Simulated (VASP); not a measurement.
# AlGa3As4 (I-42m) in VASP: further runs

The runs below take AlGa3As4 through single point, with PBE.

Program: VASP 6.6.1. These are calculated values, not measurements. Logs are shortened: lines on timing, memory, paths and dates and some standing lists are left out, and cuts for length are marked.

## Step 1: The cell of the first run

It takes space group I-42m (No. 121, tetragonal). Conventional cell: a = 5.740 Å, b = 5.740 Å, c = 11.482 Å, α = 90.00°, β = 90.00°, γ = 90.00°. Al (site symmetry -42m) has 4 As at 2.48 Å within 3.3 Å. Within 3.3 Å of Ga (site symmetry -42m) lie 4 As at 2.49 Å. Within 3.3 Å of Ga (site symmetry -4) lie 4 As at 2.49 Å. As (site symmetry m) has 1 Al at 2.48 Å and 3 Ga at 2.49 Å within 3.3 Å.

## Step 2: Single point, PBE

File INCAR:

```
SYSTEM = AlGa3As4
ALGO = Normal ; EDIFF = 1E-7
ENCUT = 520 ; GGA = PE
ISIF = 2 ; ISMEAR = 0
LASPH = .True. ; LCHARG = .False.
LREAL = .False. ; LWAVE = .False.
NBANDS = 41 ; NELM = 60
PREC = Accurate ; SIGMA = 0.1
```

File KPOINTS:

```
k-points
0
Gamma
  4 4 4
  0 0 0
```

File POSCAR:

```
AlGa3As4
1.0
   -2.8702002000      2.8702002000      5.7408525000
    2.8702002000     -2.8702002000      5.7408525000
    2.8702002000      2.8702002000     -5.7408525000
Al Ga As
1 3 4
Direct
    0.5000000000      0.5000000000      0.0000000000
    0.0000000000      0.0000000000      0.0000000000
    0.2500000000      0.7500000000      0.5000000000
    0.7500000000      0.2500000000      0.5000000000
    0.8740840000      0.8740840000      0.4988700000
    0.3752140000      0.3752140000      0.5011300000
    0.1259160000      0.6247860000      0.0000000000
    0.6247860000      0.1259160000      0.0000000000
```

Potentials or basis: VASP PAW PBE potentials, release 64 (Al, Ga_d, As).

Run with:

```console
$ cat potpaw_PBE.64/Al/POTCAR potpaw_PBE.64/Ga_d/POTCAR potpaw_PBE.64/As/POTCAR > POTCAR
$ mpirun -np 1 vasp_std > vasp.out
```

OUTCAR:

```text
SYSTEM = AlGa3As4
   EDIFF = 1E-7
   ENCUT = 520
   GGA = PE
   ISIF = 2
   ISMEAR = 0
   LASPH = .True.
   LREAL = .False.
   NELM = 60
   PREC = Accurate

 ion  position               nearest neighbor table
   1  0.500  0.500  0.000-   6 2.48   5 2.48   7 2.48   8 2.48
   2  0.000  0.000  0.000-   6 2.49   7 2.49   8 2.49   5 2.49
   3  0.250  0.750  0.500-   5 2.49   8 2.49   7 2.49   6 2.49
   4  0.750  0.250  0.500-   5 2.49   7 2.49   8 2.49   6 2.49
   5  0.874  0.874  0.499-   1 2.48   2 2.49   3 2.49   4 2.49
   6  0.375  0.375  0.501-   1 2.48   2 2.49   4 2.49   3 2.49
   7  0.126  0.625  0.000-   1 2.48   2 2.49   4 2.49   3 2.49
   8  0.625  0.126  0.000-   1 2.48   2 2.49   3 2.49   4 2.49

  LATTYP: Found a body centered tetragonal cell.
 ALAT       =     5.7404004000
 C/A-ratio  =     2.0001575151

  Lattice vectors:

 A1 = (  -2.8702002000,   2.8702002000,   5.7408525000)
 A2 = (   2.8702002000,  -2.8702002000,   5.7408525000)
 A3 = (   2.8702002000,   2.8702002000,  -5.7408525000)

Analysis of symmetry for initial positions (statically):
=====================================================================
 Subroutine PRICEL returns:
 Original cell was already a primitive cell.

 Routine SETGRP: Setting up the symmetry group for a
 body centered tetragonal supercell.

 Subroutine GETGRP returns: Found  8 space group operations
 (whereof  8 operations were pure point group operations)
 out of a pool of 16 trial point group operations.

The static configuration has the point symmetry D_2d.

Analysis of symmetry for dynamics (positions and initial velocities):
=====================================================================
 Subroutine PRICEL returns:
 Original cell was already a primitive cell.

 Routine SETGRP: Setting up the symmetry group for a
 body centered tetragonal supercell.

 Subroutine GETGRP returns: Found  8 space group operations
 (whereof  8 operations were pure point group operations)
 out of a pool of 16 trial point group operations.

The dynamic configuration has the point symmetry D_2d.

 Subroutine INISYM returns: Found  8 space group operations
 (whereof  8 operations are pure point group operations),
 and found     1 'primitive' translations

----------------------------------------------------------------------------------------

                                     Primitive cell

  volume of cell :     189.1737

  direct lattice vectors                    reciprocal lattice vectors
    -2.870200200  2.870200200  5.740852500     0.000000000  0.174203876  0.087095079
     2.870200200 -2.870200200  5.740852500     0.174203876  0.000000000  0.087095079
     2.870200200  2.870200200 -5.740852500     0.174203876  0.174203876  0.000000000

  length of vectors
     7.030895093  7.030895093  7.030895093     0.194762787  0.194762787  0.246361484

  position of ions in fractional coordinates (direct lattice)
     0.500000000  0.500000000  0.000000000
     0.000000000  0.000000000  0.000000000
     0.250000000  0.750000000  0.500000000
     0.750000000  0.250000000  0.500000000
     0.874084000  0.874084000  0.498870000
     0.375214000  0.375214000  0.501130000
     0.125916000  0.624786000  0.000000000
     0.624786000  0.125916000  0.000000000

  ion indices of the primitive-cell ions
   primitive index   ion index
                 1           1
                 2           2
                 3           3
                 4           4
                 5           5
                 6           6
                 7           7
                 8           8

----------------------------------------------------------------------------------------

 KPOINTS: k-points

Automatic generation of k-mesh.
 Grid dimensions read from file:
 generate k-points for:    4    4    4

 Generating k-lattice:

  Cartesian coordinates                     Fractional coordinates (reciprocal lattice)
     0.000000000  0.043550969  0.021773770     0.250000000 -0.000000000  0.000000000
     0.043550969  0.000000000  0.021773770    -0.000000000  0.250000000  0.000000000
     0.043550969  0.043550969  0.000000000     0.000000000  0.000000000  0.250000000

  Length of vectors
     0.048690697  0.048690697  0.061590371

  Shift w.r.t. Gamma in fractional coordinates (k-lattice)
     0.000000000  0.000000000  0.000000000

 Subroutine IBZKPT returns following result:
 ===========================================

 Found     13 irreducible k-points:

 Following reciprocal coordinates:
            Coordinates               Weight
  0.000000  0.000000  0.000000      1.000000
  0.250000  0.000000  0.000000      8.000000
  0.500000  0.000000  0.000000      4.000000
  0.250000  0.250000  0.000000      8.000000
  0.500000  0.250000 -0.000000     16.000000
 -0.250000  0.250000  0.000000      4.000000
  0.500000  0.500000  0.000000      2.000000
  0.250000  0.250000  0.250000      2.000000
 -0.250000  0.250000  0.250000      4.000000
  0.500000  0.500000  0.250000      4.000000
 -0.250000  0.500000  0.250000      8.000000
 -0.250000 -0.250000  0.250000      2.000000
  0.500000  0.500000  0.500000      1.000000
   k-points           NKPTS =     13   k-points in BZ     NKDIM =     13   number of bands    NBANDS=     41
   number of dos      NEDOS =    301   number of ions     NIONS =      8
   total plane-waves  NPLWV = 157464
   dimension x,y,z NGX =    54 NGY =   54 NGZ =   54
   dimension x,y,z NGXF=   108 NGYF=  108 NGZF=  108
   ions per type =               1   3   4
   NGX,Y,Z   is equivalent  to a cutoff of  12.77, 12.77, 12.77 a.u.
   NGXF,Y,Z  is equivalent  to a cutoff of  25.54, 25.54, 25.54 a.u.
 SYSTEM =  AlGa3As4
   PREC   = accura    normal or accurate (medium, high low for compatibility)
   ISTART =      0    job   : 0-new  1-cont  2-samecut
   ICHARG =      2    charge: 1-file 2-atom 10-const
   ISPIN  =      1    spin polarized calculation?
   LNONCOLLINEAR =      F non collinear calculations
   LSORBIT =      F    spin-orbit coupling
   LASPH  =      T    aspherical Exc in radial PAW
   ENCUT  =  520.0 eV  38.22 Ry    6.18 a.u.  13.07 13.07 13.07*2*pi/ulx,y,z
   NELM   =     60;   NELMIN=  2; NELMDL= -5     # of ELM steps
   EDIFF  = 0.1E-06   stopping-criterion for ELM
   LREAL  =      F    real-space projection
   EDIFFG = 0.1E-05   stopping-criterion for IOM
   NSW    =      0    number of steps for IOM
   IBRION =     -1    ionic relax: 0-MD 1-quasi-New 2-CG
   NFREE  =      0    steps in history (QN), initial steepest desc. (CG)
   ISIF   =      2    stress and relaxation
   ISYM   =      2    0-nonsym 1-usesym 2-fastsym
   POTIM  = 0.5000    time-step for ionic-motion
   TEBEG  =    0.0;   TEEND  =   0.0 temperature during run
   PSTRESS=    0.0 pullay stress
   NELECT =      62.0000    total number of electrons
   NUPDOWN=      -1.0000    fix difference up-down
   EMIN   =  10.00;   EMAX   =-10.00  energy-range for DOS
   EFERMI =   0.00;   METHOD = LEGACY
   ISMEAR =     0;   SIGMA  =   0.10  broadening in eV -4-tet -1-fermi 0-gaus
   EFERMI_NEDOS =   21; number of points for ismear=-14 and -15
   IALGO  =     38    algorithm
   IMIX   =      4    mixing-type and parameters
     AMIX     =   0.40;   BMIX     =  1.00
     AMIX_MAG =   1.60;   BMIX_MAG =  1.00
  volume/ion in A,a.u.               =      23.65       159.58
  Fermi-wavevector in a.u.,A,eV,Ry     =   1.128717  2.132966 17.333856  1.274003
  Thomas-Fermi vector in A             =   2.265408
   LORBIT       =      0    0 simple, 1 ext, 2 COOP (PROOUT), +10 PAW based schemes
   GGA     = PE    functional components
   LHFCALC =     F    Hartree Fock is set to
   AEXX    =    0.0000 exact exchange contribution
   IVDW    =     0    specifies the selected vdW correction
   LEPSILON=     F    determine dielectric tensor
   LRPA    =     F    only Hartree local field effects (RPA)
 non-spin polarized calculation
 Gauss-broadening in eV      SIGMA  =   0.10
  energy-cutoff  :      520.00
  volume of cell :      189.17
 maximum number of plane-waves:      5109
 NGX is ok and might be reduce to    54
   NGX = 27   NGY = 27   NGZ = 27

 number of electron      61.9999991 magnetization

 Free energy of the ion-electron system (eV)
  ---------------------------------------------------
  ext. energy  EPLUGINS =         0.00000000
  ---------------------------------------------------
  free energy    TOTEN  =       -34.17824133 eV

  energy without entropy =      -34.17824044  energy(sigma->0) =      -34.17824089

 E-fermi :   3.8047     XC(G=0):  -9.2575

 val. band max:        3.5128200733   @ k =   0.0000   0.0000   0.0000
 cond. band min:       4.0808265796   @ k =   0.0000   0.0000   0.0000
 fundamental gap:      0.5680065062
 Fermi energy:         3.8047300306

 k-point     1 :       0.0000    0.0000    0.0000
  band No.  band energies     occupation
      1     -11.1880      2.00000
      2     -11.1802      2.00000
      3     -11.1802      2.00000
      4     -11.1128      2.00000
      5     -11.1128      2.00000
      6     -11.1089      2.00000
[... 33 lines left out ...]
     40       8.1090      0.00000
     41       8.4024      0.00000

 k-point     2 :       0.2500    0.0000    0.0000
  band No.  band energies     occupation
      1     -11.1839      2.00000
      2     -11.1790      2.00000
      3     -11.1750      2.00000
      4     -11.1238      2.00000
      5     -11.1094      2.00000
      6     -11.1084      2.00000
[... 33 lines left out ...]
     40       8.4284      0.00000
     41       8.5955      0.00000

 k-point     3 :       0.5000    0.0000    0.0000
  band No.  band energies     occupation
      1     -11.1833      2.00000
      2     -11.1740      2.00000
      3     -11.1644      2.00000
      4     -11.1400      2.00000
      5     -11.1045      2.00000
      6     -11.1035      2.00000
[... 391 lines left out ...]
      2     -11.1839      2.00000
      3     -11.1823      2.00000
      4     -11.1180      2.00000
      5     -11.1081      2.00000
      6     -11.1081      2.00000
[... 33 lines left out ...]
     40       8.2253      0.00000
     41       8.2253      0.00000

 k-point    13 :       0.5000    0.5000    0.5000
  band No.  band energies     occupation
      1     -11.1870      2.00000
      2     -11.1870      2.00000
      3     -11.1746      2.00000
      4     -11.1289      2.00000
      5     -11.1041      2.00000
      6     -11.1041      2.00000
[... 33 lines left out ...]
     40       9.8880      0.00000
     41       9.8892      0.00000

------------------------ aborting loop because EDIFF is reached ----------------------------------------

  FORCE on cell =-STRESS in cart. coord.  units (eV):
  Direction    XX          YY          ZZ          XY          YZ          ZX
  --------------------------------------------------------------------------------------
  -------------------------------------------------------------------------------------
  Total        0.1884777      0.1884777      0.1667884      0.0000000     -0.0000000      0.0000000
  in kB        1.5962829      1.5962829      1.4125883      0.0000000     -0.0000000      0.0000000
  external PRESSURE =       1.5350514 kB  Pullay stress =       0.0000000 kB

 VOLUME and BASIS-vectors are now :
 -----------------------------------------------------------------------------
  energy-cutoff  :      520.00
  volume of cell :      189.17
      direct lattice vectors                 reciprocal lattice vectors
    -2.870200200  2.870200200  5.740852500     0.000000000  0.174203876  0.087095079
     2.870200200 -2.870200200  5.740852500     0.174203876  0.000000000  0.087095079
     2.870200200  2.870200200 -5.740852500     0.174203876  0.174203876  0.000000000

 POSITION                                       TOTAL-FORCE (eV/Angst)
 -----------------------------------------------------------------------------------
      0.00000      0.00000      5.74085        -0.000000      0.000000      0.000000
      0.00000      0.00000      0.00000         0.000000      0.000000      0.000000
      2.87020     -0.00000      2.87043         0.000000     -0.000000      0.000000
     -0.00000      2.87020      2.87043        -0.000000      0.000000      0.000000
      1.43186      1.43186      7.17204        -0.003064     -0.003064     -0.002358
      1.43834      1.43834      1.43118         0.003064      0.003064     -0.002358
      1.43186     -1.43186      4.30967        -0.003064      0.003064      0.002358
     -1.43186      1.43186      4.30967         0.003064     -0.003064      0.002358
 -----------------------------------------------------------------------------------
    total drift:                                0.000006      0.000006     -0.000001

  FREE ENERGIE OF THE ION-ELECTRON SYSTEM (eV)
  ---------------------------------------------------
  free  energy   TOTEN  =       -34.1782413299 eV

  energy  without entropy=      -34.1782404425  energy(sigma->0) =      -34.17824089
```

It took 6.4 min on 1 thread of AMD EPYC 7R13, shared host; peak memory 0.41 GiB.

What came out:

```yaml
Free_energy: -34.1782 eV
Pressure: 0.2 GPa
Largest_force: 0.005 eV/Å
Band_gap_on_the_k_mesh: 0.57 eV
```

Forces on the atoms (eV/Å):
```
Al   0.000  0.000  0.000
Ga   0.000  0.000  0.000
Ga   0.000  0.000  0.000
Ga   0.000  0.000  0.000
As  -0.003 -0.003 -0.002
As   0.003  0.003 -0.002
As  -0.003  0.003  0.002
As   0.003 -0.003  0.002
```

Levels at points of the mesh, in eV from the valence-band top:
| k point | band 28 | band 29 | band 30 | band 31 | band 32 | band 33 | band 34 | band 35 |
| --- | --- | --- | --- | --- | --- | --- | --- | --- |
| (0.00, 0.00, 0.00) | -2.40 | -0.01 | 0.00 | 0.00 | 0.57 | 1.55 | 1.81 | 3.84 |
| (0.50, 0.00, 0.00) | -2.07 | -2.07 | -1.18 | -1.10 | 2.94 | 2.97 | 3.34 | 3.52 |
| (0.50, 0.50, 0.00) | -1.03 | -1.02 | -0.97 | -0.96 | 0.93 | 1.30 | 2.73 | 2.98 |
| (0.50, 0.50, 0.50) | -1.55 | -1.55 | -1.46 | -1.46 | 1.54 | 1.54 | 1.58 | 1.81 |

(Part 1 of 2 ends here.)
